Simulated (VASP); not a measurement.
# SnSe2 (P-3m1) in VASP: a series of runs

SnSe2 is run at these levels: PBE; tasks: single point.

Program: VASP 6.6.1. These are calculated values, not measurements. Logs are shortened: lines on timing, memory, paths and dates and some standing lists are left out, and cuts for length are marked.

## Step 1: The cell of the first run

Symmetry: P-3m1, No. 164, trigonal system. Conventional cell: a = 3.811 Å, b = 3.811 Å, c = 6.136 Å, α = 90.00°, β = 90.00°, γ = 120.00°. Sn (site symmetry -3m) has 6 Se at 2.68 Å within 3.5 Å. Se (site symmetry 3m) has 3 Sn at 2.68 Å within 3.5 Å.

## Step 2: Single point, PBE

Input file INCAR:

```
SYSTEM = SnSe2
ALGO = Normal
EDIFF = 1E-6
ENCUT = 520
GGA = PE
ISIF = 2
ISMEAR = 0
LASPH = .TRUE.
LCHARG = .FALSE.
LREAL = .FALSE.
LWAVE = .FALSE.
NBANDS = 20
NELM = 80
PREC = Accurate
SIGMA = 0.01
```

Input file KPOINTS:

```
k-points
0
G
  3 3 2
  0 0 0
```

Input file POSCAR:

```
SnSe2
1.0
    3.8110000000      0.0000000000      0.0000000000
   -1.9055000000      3.3004230000      0.0000000000
    0.0000000000      0.0000000000      6.1360000000
Sn Se
1 2
Direct
    0.0000000000      0.0000000000      0.0000000000
    0.3333333333      0.6666666667      0.2490000000
    0.6666666667      0.3333333333      0.7510000000
```

Potentials or basis: VASP PAW PBE potentials, release 64 (Sn_d, Se).

Command:

```bash
$ cat potpaw_PBE.64/Sn_d/POTCAR potpaw_PBE.64/Se/POTCAR > POTCAR
$ mpirun -np 1 vasp_std > vasp.out
```

OUTCAR:

```text
SYSTEM = SnSe2
   EDIFF = 1E-6
   ENCUT = 520
   GGA = PE
   ISIF = 2
   ISMEAR = 0
   LASPH = .TRUE.
   LREAL = .FALSE.
   NELM = 80
   PREC = Accurate

 ion  position               nearest neighbor table
   1  0.000  0.000  0.000-   2 2.68   3 2.68   3 2.68   2 2.68   3 2.68   2 2.68
   2  0.333  0.667  0.249-   1 2.68   1 2.68   1 2.68
   3  0.667  0.333  0.751-   1 2.68   1 2.68   1 2.68

  LATTYP: Found a hexagonal cell.
 ALAT       =     3.8110000000
 C/A-ratio  =     1.6100760955

  Lattice vectors:

 A1 = (   3.8110000000,   0.0000000000,   0.0000000000)
 A2 = (  -1.9055000000,   3.3004230000,   0.0000000000)
 A3 = (   0.0000000000,   0.0000000000,   6.1360000000)

Analysis of symmetry for initial positions (statically):
=====================================================================
 Subroutine PRICEL returns:
 Original cell was already a primitive cell.

 Routine SETGRP: Setting up the symmetry group for a
 hexagonal supercell.

 Subroutine GETGRP returns: Found 12 space group operations
 (whereof 12 operations were pure point group operations)
 out of a pool of 24 trial point group operations.

The static configuration has the point symmetry D_3d.

Analysis of symmetry for dynamics (positions and initial velocities):
=====================================================================
 Subroutine PRICEL returns:
 Original cell was already a primitive cell.

 Routine SETGRP: Setting up the symmetry group for a
 hexagonal supercell.

 Subroutine GETGRP returns: Found 12 space group operations
 (whereof 12 operations were pure point group operations)
 out of a pool of 24 trial point group operations.

The dynamic configuration has the point symmetry D_3d.

 Subroutine INISYM returns: Found 12 space group operations
 (whereof 12 operations are pure point group operations),
 and found     1 'primitive' translations

----------------------------------------------------------------------------------------

                                     Primitive cell

[... 62 lines left out ...]
   NGXF,Y,Z  is equivalent  to a cutoff of  24.43, 24.43, 26.01 a.u.
 SYSTEM =  SnSe2
   PREC   = accura    normal or accurate (medium, high low for compatibility)
   ISTART =      0    job   : 0-new  1-cont  2-samecut
   ICHARG =      2    charge: 1-file 2-atom 10-const
   ISPIN  =      1    spin polarized calculation?
   LNONCOLLINEAR =      F non collinear calculations
   LSORBIT =      F    spin-orbit coupling
   LASPH  =      T    aspherical Exc in radial PAW
   ENCUT  =  520.0 eV  38.22 Ry    6.18 a.u.   7.09  7.09 11.41*2*pi/ulx,y,z
   NELM   =     80;   NELMIN=  2; NELMDL= -5     # of ELM steps
   EDIFF  = 0.1E-05   stopping-criterion for ELM
   LREAL  =      F    real-space projection
   EDIFFG = 0.1E-04   stopping-criterion for IOM
   NSW    =      0    number of steps for IOM
   IBRION =     -1    ionic relax: 0-MD 1-quasi-New 2-CG
   NFREE  =      0    steps in history (QN), initial steepest desc. (CG)
   ISIF   =      2    stress and relaxation
   ISYM   =      2    0-nonsym 1-usesym 2-fastsym
   POTIM  = 0.5000    time-step for ionic-motion
   TEBEG  =    0.0;   TEEND  =   0.0 temperature during run
   PSTRESS=    0.0 pullay stress
   NELECT =      26.0000    total number of electrons
   NUPDOWN=      -1.0000    fix difference up-down
   EMIN   =  10.00;   EMAX   =-10.00  energy-range for DOS
   EFERMI =   0.00;   METHOD = LEGACY
   ISMEAR =     0;   SIGMA  =   0.01  broadening in eV -4-tet -1-fermi 0-gaus
   EFERMI_NEDOS =   21; number of points for ismear=-14 and -15
   IALGO  =     38    algorithm
   IMIX   =      4    mixing-type and parameters
     AMIX     =   0.40;   BMIX     =  1.00
     AMIX_MAG =   1.60;   BMIX_MAG =  1.00
  volume/ion in A,a.u.               =      25.73       173.61
  Fermi-wavevector in a.u.,A,eV,Ry     =   1.139116  2.152617 17.654721  1.297585
  Thomas-Fermi vector in A             =   2.275820
   LORBIT       =      0    0 simple, 1 ext, 2 COOP (PROOUT), +10 PAW based schemes
   GGA     = PE    functional components
   LHFCALC =     F    Hartree Fock is set to
   AEXX    =    0.0000 exact exchange contribution
   IVDW    =     0    specifies the selected vdW correction
   LEPSILON=     F    determine dielectric tensor
   LRPA    =     F    only Hartree local field effects (RPA)
 non-spin polarized calculation
 Gauss-broadening in eV      SIGMA  =   0.01
  energy-cutoff  :      520.00
  volume of cell :       77.18
 maximum number of plane-waves:      2109
   NGX = 15   NGY = 15   NGZ = 23

 number of electron      26.0000006 magnetization

 Free energy of the ion-electron system (eV)
  ---------------------------------------------------
  ext. energy  EPLUGINS =         0.00000000
  ---------------------------------------------------
  free energy    TOTEN  =       -11.35362481 eV

  energy without entropy =      -11.35362481  energy(sigma->0) =      -11.35362481

 E-fermi :   4.3137     XC(G=0):  -9.4234

 val. band max:        4.2214348601   @ k =   0.0000   0.0000   0.0000
 cond. band min:       5.2945859418   @ k =   0.0000   0.0000   0.0000
 fundamental gap:      1.0731510818
 Fermi energy:         4.3136856797

 k-point     1 :       0.0000    0.0000    0.0000
  band No.  band energies     occupation
      1     -17.1090      2.00000
      2     -17.1090      2.00000
      3     -17.0902      2.00000
      4     -17.0639      2.00000
      5     -17.0639      2.00000
      6      -9.7761      2.00000
[... 127 lines left out ...]
     19      13.1927      0.00000
     20      13.2947      0.00000

------------------------ aborting loop because EDIFF is reached ----------------------------------------

  FORCE on cell =-STRESS in cart. coord.  units (eV):
  Direction    XX          YY          ZZ          XY          YZ          ZX
  --------------------------------------------------------------------------------------
  -------------------------------------------------------------------------------------
  Total        3.7396783      3.7396787      2.4534228      0.0000000      0.0000000      0.0000000
  in kB       77.6338133     77.6338221     50.9318053      0.0000000      0.0000000      0.0000000
  external PRESSURE =      68.7331469 kB  Pullay stress =       0.0000000 kB

 VOLUME and BASIS-vectors are now :
 -----------------------------------------------------------------------------
  energy-cutoff  :      520.00
  volume of cell :       77.18
      direct lattice vectors                 reciprocal lattice vectors
     3.811000000  0.000000000  0.000000000     0.262398321  0.151495733  0.000000000
    -1.905500000  3.300423000  0.000000000     0.000000000  0.302991465  0.000000000
     0.000000000  0.000000000  6.136000000     0.000000000  0.000000000  0.162972621

 POSITION                                       TOTAL-FORCE (eV/Angst)
 -----------------------------------------------------------------------------------
      0.00000      0.00000      0.00000         0.000000      0.000000      0.000000
     -0.00000      2.20028      1.52786        -0.000000     -0.000000      0.698480
      1.90550      1.10014      4.60814         0.000000      0.000000     -0.698480
 -----------------------------------------------------------------------------------
    total drift:                                0.000000      0.000000     -0.000000

  FREE ENERGIE OF THE ION-ELECTRON SYSTEM (eV)
  ---------------------------------------------------
  free  energy   TOTEN  =       -11.3536248102 eV

  energy  without entropy=      -11.3536248102  energy(sigma->0) =      -11.35362481
```

OSZICAR:

```text
N       E                     dE             d eps       ncg     rms          rms(c)
DAV:   1     0.198940256291E+03    0.19894E+03   -0.12651E+04   244   0.149E+03
DAV:   2     0.931721946088E+01   -0.18962E+03   -0.18175E+03   260   0.364E+02
DAV:   3    -0.110089565029E+02   -0.20326E+02   -0.19931E+02   296   0.108E+02
DAV:   4    -0.116540181431E+02   -0.64506E+00   -0.64396E+00   292   0.212E+01
DAV:   5    -0.116730233035E+02   -0.19005E-01   -0.19003E-01   320   0.357E+00    0.524E+00
DAV:   6    -0.113738946443E+02    0.29913E+00   -0.57700E-01   356   0.798E+00    0.340E+00
DAV:   7    -0.113517921579E+02    0.22102E-01   -0.18996E-01   292   0.268E+00    0.112E+00
DAV:   8    -0.113526834443E+02   -0.89129E-03   -0.14968E-02   300   0.119E+00    0.315E-01
DAV:   9    -0.113535531409E+02   -0.86970E-03   -0.18293E-03   288   0.330E-01    0.922E-02
DAV:  10    -0.113535717729E+02   -0.18632E-04   -0.13882E-04   308   0.811E-02    0.386E-02
DAV:  11    -0.113536222946E+02   -0.50522E-04   -0.55675E-05   276   0.423E-02    0.866E-03
DAV:  12    -0.113536239404E+02   -0.16457E-05   -0.29762E-06   272   0.121E-02    0.636E-03
DAV:  13    -0.113536248102E+02   -0.86985E-06   -0.28003E-06   256   0.107E-02
   1 F= -.11353625E+02 E0= -.11353625E+02  d E =-.344163E-40
```

stdout:

```text
POSCAR found type information on POSCAR SnSe
 POSCAR found :  2 types and       3 ions
 scaLAPACK will be used
 LDA part: xc-table for (Slater+PW92), standard interpolation
 POSCAR, INCAR and KPOINTS ok, starting setup
 FFT: planning ... GRIDC
 FFT: planning ... GRID_SOFT
 FFT: planning ... GRID
 WAVECAR not read
 entering main loop
```

Run time: 12 s. Hardware: 1 thread of AMD EPYC 9R45 (Zen 5), shared host; peak memory 0.15 GiB.

What came out:

* Free energy: -11.3536 eV
* Pressure: 6.9 GPa
* Largest force: 0.698 eV/Å
* Band gap on the k mesh: 1.07 eV, direct

Forces in eV/Å, atoms in the order of the input:
```
Sn   0.000  0.000  0.000
Se   0.000  0.000  0.698
Se   0.000  0.000 -0.698
```

Levels at points of the mesh, in eV from the valence-band top:
```csv
k point,band 9,band 10,band 11,band 12,band 13,band 14,band 15,band 16,band 17,band 18
"(0.00, 0.00, 0.00)",-0.70,-0.70,-0.38,-0.38,0.00,1.07,2.92,4.61,4.61,8.10
"(0.00, 0.00, 0.50)",-2.05,-0.79,-0.79,-0.23,-0.23,2.43,2.90,4.34,4.34,8.17
```

Caveat: the k points lie up to 0.63 Å⁻¹ apart; spin-orbit coupling is left out, which moves the levels of the heavy elements; this functional lacks dispersion, which binds the layers, so the pressure and a relaxed spacing across them are unreliable. A k mesh can miss the band edges.

## Step 3: Single point, PBE

Input file INCAR:

```
ALGO = Normal ; EDIFF = 1E-6
ENCUT = 520 ; GGA = PE
ISIF = 2 ; ISMEAR = 0
LASPH = T ; LCHARG = F
LREAL = F ; LWAVE = F
NBANDS = 20 ; NELM = 60
PREC = Accurate ; SIGMA = 0.01
```

Input file KPOINTS:

```
k-points
0
Gamma
  6 6 4
```

POSCAR is that of step 2.

Potentials or basis: VASP PAW PBE potentials, release 64 (Sn_d, Se).

Command:

```bash
$ cat potpaw_PBE.64/Sn_d/POTCAR potpaw_PBE.64/Se/POTCAR > POTCAR
$ mpirun -np 1 vasp_std > vasp.out
```

It took 28 s on 1 thread of AMD EPYC 9R45 (Zen 5), shared host; peak memory 0.16 GiB.

The run converged. Its results:

```
Free energy            : -11.7373 eV
Pressure               : 5.7 GPa
Largest force          : 0.796 eV/Å
Band gap on the k mesh : 0.82 eV, indirect (least direct gap 1.09 eV)
```

Forces in eV/Å, atoms in the order of the input:
```
Sn   0.000  0.000  0.000
Se   0.000  0.000  0.796
Se   0.000  0.000 -0.796
```

Stress tensor (GPa, compression positive):
```
5.21 0.00 0.00
0.00 5.21 0.00
0.00 0.00 6.57
```

Levels at points of the mesh, in eV from the valence-band top:
```
           k point  band 9  band 10  band 11  band 12  band 13  band 14  band 15  band 16  band 17  band 18
(0.00, 0.00, 0.00)   -0.70    -0.70    -0.39    -0.39     0.00     1.09     2.95     4.64     4.64     8.13
(0.50, 0.00, 0.00)   -4.48    -2.90    -2.68    -1.19    -0.30     1.16     3.80     5.45     5.49     7.28
(0.00, 0.00, 0.50)   -2.04    -0.79    -0.79    -0.24    -0.24     2.45     2.92     4.37     4.37     8.17
(0.50, 0.00, 0.50)   -4.92    -2.51    -1.99    -0.83    -0.69     0.87     4.26     4.85     5.84     6.36
```

Caveat: spin-orbit coupling is left out, which moves the levels of the heavy elements; this functional lacks dispersion, which binds the layers, so the pressure and a relaxed spacing across them are unreliable. A k mesh can miss the band edges.
